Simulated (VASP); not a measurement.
# AlN (P6_3mc) in VASP: a series of runs, part 2 of 2

VASP 6.6.1. The steps go on from the part before.

## 3. Single point, PBEsol (atoms moved along the polar distortion)

Contents of INCAR:

```
PREC = Accurate ; ENCUT = 520
EDIFF = 1E-6 ; ISMEAR = 0
SIGMA = 0.01 ; LREAL = False
LASPH = True ; NELM = 60
ALGO = Normal ; ISIF = 2
LWAVE = False ; LCHARG = True
GGA = PS ; LELF = True
LVHAR = True ; NBANDS = 16
```

Contents of KPOINTS:

```
regular mesh
0
Gamma
  12 12 8
```

Contents of POSCAR:

```
AlN
1.0
    3.1135697640      0.0000000000      0.0000000000
   -1.5567848820      2.6964305121      0.0000000000
    0.0000000000      0.0000000000      4.9831404555
Al N
2 2
Direct
    0.3333333333      0.6666666667     -0.0354021885
    0.6666666667      0.3333333333      0.4645978115
    0.3333333333      0.6666666667      0.4174021885
    0.6666666667      0.3333333333      0.9174021885
```

Potentials or basis: VASP PAW PBE potentials, release 64 (Al, N).

Command:

```bash
$ cat potpaw_PBE.64/Al/POTCAR potpaw_PBE.64/N/POTCAR > POTCAR
$ mpirun -np 1 vasp_std > vasp.out
```

OUTCAR:

```text
PREC = Accurate
   ENCUT = 520
   EDIFF = 1E-6
   ISMEAR = 0
   LREAL = False
   LASPH = True
   NELM = 60
   ISIF = 2
   GGA = PS

 ion  position               nearest neighbor table
   1  0.333  0.667  0.965-   4 1.81   4 1.81   4 1.81   3 2.26   2 3.07   2 3.07   2 3.07   2 3.07
                             2 3.07   2 3.07
   2  0.667  0.333  0.465-   3 1.81   3 1.81   3 1.81   4 2.26   1 3.07   1 3.07   1 3.07   1 3.07
                             1 3.07   1 3.07
   3  0.333  0.667  0.417-   2 1.81   2 1.81   2 1.81   1 2.26
   4  0.667  0.333  0.917-   1 1.81   1 1.81   1 1.81   2 2.26

  LATTYP: Found a hexagonal cell.
 ALAT       =     3.1135697640
 C/A-ratio  =     1.6004589051

  Lattice vectors:

 A1 = (   3.1135697640,   0.0000000000,   0.0000000000)
 A2 = (  -1.5567848820,   2.6964305121,   0.0000000000)
 A3 = (   0.0000000000,   0.0000000000,   4.9831404555)

Analysis of symmetry for initial positions (statically):
=====================================================================
 Subroutine PRICEL returns:
 Original cell was already a primitive cell.

 Routine SETGRP: Setting up the symmetry group for a
 hexagonal supercell.

 Subroutine GETGRP returns: Found 12 space group operations
 (whereof  6 operations were pure point group operations)
 out of a pool of 24 trial point group operations.

The static configuration has the point symmetry C_3v.
 The point group associated with its full space group is C_6v.

Analysis of symmetry for dynamics (positions and initial velocities):
=====================================================================
 Subroutine PRICEL returns:
 Original cell was already a primitive cell.

 Routine SETGRP: Setting up the symmetry group for a
 hexagonal supercell.

[... 127 lines left out ...]
   IMIX   =      4    mixing-type and parameters
     AMIX     =   0.40;   BMIX     =  1.00
     AMIX_MAG =   1.60;   BMIX_MAG =  1.00
  volume/ion in A,a.u.               =      10.46        70.58
  Fermi-wavevector in a.u.,A,eV,Ry     =   1.188314  2.245588 19.212649  1.412090
  Thomas-Fermi vector in A             =   2.324446
   LORBIT       =      0    0 simple, 1 ext, 2 COOP (PROOUT), +10 PAW based schemes
   GGA     = PS    functional components
   LHFCALC =     F    Hartree Fock is set to
   AEXX    =    0.0000 exact exchange contribution
   IVDW    =     0    specifies the selected vdW correction
   LEPSILON=     F    determine dielectric tensor
   LRPA    =     F    only Hartree local field effects (RPA)
 non-spin polarized calculation
 Gauss-broadening in eV      SIGMA  =   0.01
  energy-cutoff  :      520.00
  volume of cell :       41.84
 maximum number of plane-waves:      1152
 NGX is ok and might be reduce to    24
   NGX = 11   NGY = 11   NGZ = 19

 number of electron      15.9999997 magnetization

 Free energy of the ion-electron system (eV)
  ---------------------------------------------------
  ext. energy  EPLUGINS =         0.00000000
  ---------------------------------------------------
  free energy    TOTEN  =       -30.57172840 eV

  energy without entropy =      -30.57172840  energy(sigma->0) =      -30.57172840

 E-fermi :   7.0431     XC(G=0): -11.0914

 val. band max:        7.0045072445   @ k =   0.0000   0.0000   0.0000
 cond. band min:      10.0122095505   @ k =   0.0000   0.0000   0.0000
 fundamental gap:      3.0077023060
 Fermi energy:         7.0430825157

 k-point     1 :       0.0000    0.0000    0.0000
  band No.  band energies     occupation
      1      -9.1442      2.00000
      2      -7.0275      2.00000
      3       0.3337      2.00000
      4       4.7429      2.00000
      5       4.7429      2.00000
      6       5.3899      2.00000
[... 433 lines left out ...]
      3       1.1349      2.00000
      4       2.0793      2.00000
      5       2.5359      2.00000
      6       3.9019      2.00000
[... 8 lines left out ...]
     15      17.8398      0.00000
     16      20.1385      0.00000

 [... further k-points ...]

------------------------ aborting loop because EDIFF is reached ----------------------------------------

  FORCE on cell =-STRESS in cart. coord.  units (eV):
  Direction    XX          YY          ZZ          XY          YZ          ZX
  --------------------------------------------------------------------------------------
  -------------------------------------------------------------------------------------
  Total        3.8951121      3.8951121     -3.1755389      0.0000000      0.0000000     -0.0000000
  in kB      149.1693463    149.1693463   -121.6121766      0.0000000      0.0000000     -0.0000000
  external PRESSURE =      58.9088387 kB  Pullay stress =       0.0000000 kB

 VOLUME and BASIS-vectors are now :
 -----------------------------------------------------------------------------
  energy-cutoff  :      520.00
  volume of cell :       41.84
      direct lattice vectors                 reciprocal lattice vectors
     3.113569764  0.000000000  0.000000000     0.321174753  0.185430330  0.000000000
    -1.556784882  2.696430512  0.000000000     0.000000000  0.370860660  0.000000000
     0.000000000  0.000000000  4.983140456     0.000000000  0.000000000  0.200676663

 POSITION                                       TOTAL-FORCE (eV/Angst)
 -----------------------------------------------------------------------------------
     -0.00000      1.79762      4.80673        -0.000000      0.000000      1.189884
      1.55678      0.89881      2.31516         0.000000     -0.000000      1.189884
     -0.00000      1.79762      2.07997        -0.000000      0.000000     -1.189884
      1.55678      0.89881      4.57154         0.000000      0.000000     -1.189884
 -----------------------------------------------------------------------------------
    total drift:                               -0.000000     -0.000000     -0.000162

  FREE ENERGIE OF THE ION-ELECTRON SYSTEM (eV)
  ---------------------------------------------------
  free  energy   TOTEN  =       -30.5717284003 eV

  energy  without entropy=      -30.5717284003  energy(sigma->0) =      -30.57172840
```

Run time: 68 s. Hardware: 1 thread of Intel Xeon 8259CL, shared host; peak memory 0.19 GiB.

Results:

```
Free energy            : -30.5717 eV
Pressure               : 5.9 GPa
Largest force          : 1.190 eV/Å
Band gap on the k mesh : 3.01 eV
```

Forces in eV/Å, atoms in the order of the input:
```
Al   0.000  0.000  1.190
Al   0.000  0.000  1.190
N    0.000  0.000 -1.190
N    0.000  0.000 -1.190
```

Stress tensor (GPa, compression positive):
```
 14.92   0.00   0.00
  0.00  14.92   0.00
  0.00   0.00 -12.16
```

Caveat: the cell differs from its parent crystal (atoms moved along the polar distortion); the stress differs along the axes, from -12 to 15 GPa; the PAW data sets were made with another functional, which shifts forces and pressure a little.

## 4. Single point, PBEsol (atoms moved along the polar distortion)

Contents of INCAR:

```
SYSTEM = AlN
PREC     = Accurate       ! precision mode
ENCUT    = 520            ! plane-wave cutoff, eV
EDIFF    = 1E-7           ! SCF threshold, eV
ISMEAR   = 0              ! smearing method
SIGMA    = 0.01           ! smearing width, eV
LREAL    = .FALSE.        ! projectors in reciprocal space
LASPH    = .TRUE.         ! aspherical terms in the spheres
NELM     = 80             ! most SCF steps
ALGO     = Normal         ! electronic algorithm
ISIF     = 2              ! what is computed and relaxed
LWAVE    = .FALSE.        ! write WAVECAR
LCHARG   = .TRUE.         ! write CHGCAR
GGA      = PS             ! functional
LELF     = .TRUE.         ! ELF
LVHAR    = .TRUE.       
NBANDS   = 16             ! bands
```

Contents of KPOINTS:

```
Automatic mesh
0
G
  12 12 8
  0 0 0
```

Contents of POSCAR:

```
AlN
1.0
    3.1135697640      0.0000000000      0.0000000000
   -1.5567848820      2.6964305121      0.0000000000
    0.0000000000      0.0000000000      4.9831404555
Al N
2 2
Direct
    0.3333333333      0.6666666667     -0.0442513678
    0.6666666667      0.3333333333      0.4557486322
    0.3333333333      0.6666666667      0.4262513678
    0.6666666667      0.3333333333      0.9262513678
```

Command:

```bash
$ cat potpaw_PBE.64/Al/POTCAR potpaw_PBE.64/N/POTCAR > POTCAR
$ mpirun -np 1 vasp_std > vasp.out
```

Run time: 72 s. Hardware: 1 thread of Intel Xeon 8259CL, shared host; peak memory 0.19 GiB.

Results (log left out):

```yaml
Free_energy: -30.3914 eV
Pressure: 7.5 GPa
Largest_force: 0.830 eV/Å
Band_gap_on_the_k_mesh: 2.80 eV
```

Forces on the atoms (eV/Å):
```
Al   0.000  0.000  0.830
Al   0.000  0.000  0.830
N    0.000  0.000 -0.830
N    0.000  0.000 -0.830
```

Stress tensor (GPa, compression positive):
```
 17.34   0.00   0.00
  0.00  17.34   0.00
  0.00   0.00 -12.29
```

Levels at points of the mesh, in eV from the valence-band top:
```tsv
k point	band 6	band 7	band 8	band 9	band 10	band 11
(0.00, 0.00, 0.00)	-1.82	-1.82	0.00	2.80	5.67	9.82
(0.50, 0.00, 0.00)	-3.55	-2.25	-2.20	4.85	5.40	6.14
(0.00, 0.00, 0.50)	-2.15	-2.15	-2.15	5.60	5.60	9.06
(0.50, 0.00, 0.50)	-2.95	-1.98	-1.98	4.34	4.34	7.31
```

Caveat: the cell differs from its parent crystal (atoms moved along the polar distortion); the stress differs along the axes, from -12 to 17 GPa; the PAW data sets were made with another functional, which shifts forces and pressure a little.

## 5. Relaxation of cell and atoms, PBEsol

Contents of INCAR:

```
PREC     = Accurate       # precision mode
ENCUT    = 600            # plane-wave cutoff, eV
EDIFF    = 1E-6           # SCF threshold, eV
ISMEAR   = 0              # smearing method
SIGMA    = 0.02           # smearing width, eV
LREAL    = F              # projectors in reciprocal space
LASPH    = T              # aspherical terms in the spheres
NELM     = 60             # most SCF steps
ALGO     = Normal         # electronic algorithm
ISIF     = 3              # what is computed and relaxed
LWAVE    = F              # write WAVECAR
LCHARG   = F              # write CHGCAR
GGA      = PS             # functional
IBRION   = 2              # ionic algorithm
NSW      = 100            # ionic steps
EDIFFG   = -0.002         # ionic threshold
```

Contents of KPOINTS:

```
regular mesh
0
Gamma
  12 12 8
```

Contents of POSCAR:

```
AlN
1.0
    3.1120000000      0.0000000000      0.0000000000
   -1.5560000000      2.6950710566      0.0000000000
    0.0000000000      0.0000000000      4.9820000000
Al N
2 2
Direct
    0.3333333333      0.6666666667      0.0000000000
    0.6666666667      0.3333333333      0.5000000000
    0.3333333333      0.6666666667      0.3820000000
    0.6666666667      0.3333333333      0.8820000000
```

Command:

```bash
$ cat potpaw_PBE.64/Al/POTCAR potpaw_PBE.64/N/POTCAR > POTCAR
$ mpirun -np 1 vasp_std > vasp.out
```

Wall time 3.2 min (1 thread of Intel Xeon 8259CL, shared host); peak memory 0.21 GiB.

The run converged. Its results:

```yaml
Free_energy: -31.3157 eV
Relaxed_volume: 10.45 Å³/atom
Relaxed_cell: a = 3.113 Å, b = 3.113 Å, c = 4.982 Å, α = 90.00°, β = 90.00°, γ = 120.00°
Space_group_after_relaxing_to_0.1_Å: P6_3mc (No. 186)
Energy_gained_by_relaxing: 0.0 meV/atom
Ionic_steps: 8
Pressure_after_relaxing: 0.0 GPa
Band_gap_on_the_k_mesh: 4.12 eV
```

Final structure:
```
Al N
1.0
     3.11305    0.00000    0.00000
    -1.55653    2.69598    0.00000
     0.00000    0.00000    4.98233
Al N
2 2
Direct
  0.33333 0.66667 0.00001
  0.66667 0.33333 0.50001
  0.33333 0.66667 0.38199
  0.66667 0.33333 0.88199
```

Levels at points of the mesh, in eV from the valence-band top:
| k point | band 4 | band 5 | band 6 | band 7 | band 8 | band 9 | band 10 | band 11 | band 12 |
| --- | --- | --- | --- | --- | --- | --- | --- | --- | --- |
| (0.00, 0.00, 0.00) | -0.88 | -0.88 | -0.22 | -0.22 | 0.00 | 4.12 | 6.55 | 10.50 | 11.02 |
| (0.50, 0.00, 0.00) | -4.20 | -3.38 | -2.12 | -1.81 | -0.70 | 5.67 | 5.67 | 8.07 | 10.16 |
| (0.00, 0.00, 0.50) | -3.36 | -0.56 | -0.56 | -0.56 | -0.56 | 6.37 | 6.37 | 10.20 | 10.20 |
| (0.50, 0.00, 0.50) | -5.66 | -1.49 | -1.49 | -1.38 | -1.38 | 5.17 | 5.17 | 9.12 | 9.12 |

Caveat: the PAW data sets were made with another functional, which shifts forces and pressure a little.

## 6. Summary

| task | cell | cutoff (eV) | smearing | gap on the mesh (eV) | pressure (GPa) | largest force (eV/Å) |
| --- | --- | --- | --- | --- | --- | --- |
| single point | a = 3.114, b = 3.114, c = 4.983 Å, angles 90.0, 90.0, 120.0°, 4 atoms, atomic positions A | 520 | gaussian 0.01 eV | 3.27 | 3.9 | 1.36 |
| single point | a = 3.114, b = 3.114, c = 4.983 Å, angles 90.0, 90.0, 120.0°, 4 atoms, atomic positions B | 520 | gaussian 0.01 eV | 3.01 | 5.9 | 1.19 |
| single point | a = 3.114, b = 3.114, c = 4.983 Å, angles 90.0, 90.0, 120.0°, 4 atoms, atomic positions C | 520 | gaussian 0.01 eV | 2.80 | 7.5 | 0.83 |
| relaxation of cell and atoms | relaxed from a = 3.112, b = 3.112, c = 4.982 Å, angles 90.0, 90.0, 120.0°, 4 atoms, atomic positions D | 600 | gaussian 0.02 eV | 4.12 | 0.0 | - |

Alike in all rows: level PBEsol; potentials or basis VASP PAW PBE potentials, release 64 (Al, N); no spin polarisation; k mesh 12 × 12 × 8.

Caveats: the PAW data sets were made with another functional, which shifts forces and pressure a little; the stress differs along the axes, from -12 to 12 GPa (at least some runs); the stress differs along the axes, from -12 to 15 GPa (at least some runs); the stress differs along the axes, from -12 to 17 GPa (at least some runs).

Absolute energies hang on the potentials; compare differences alone.
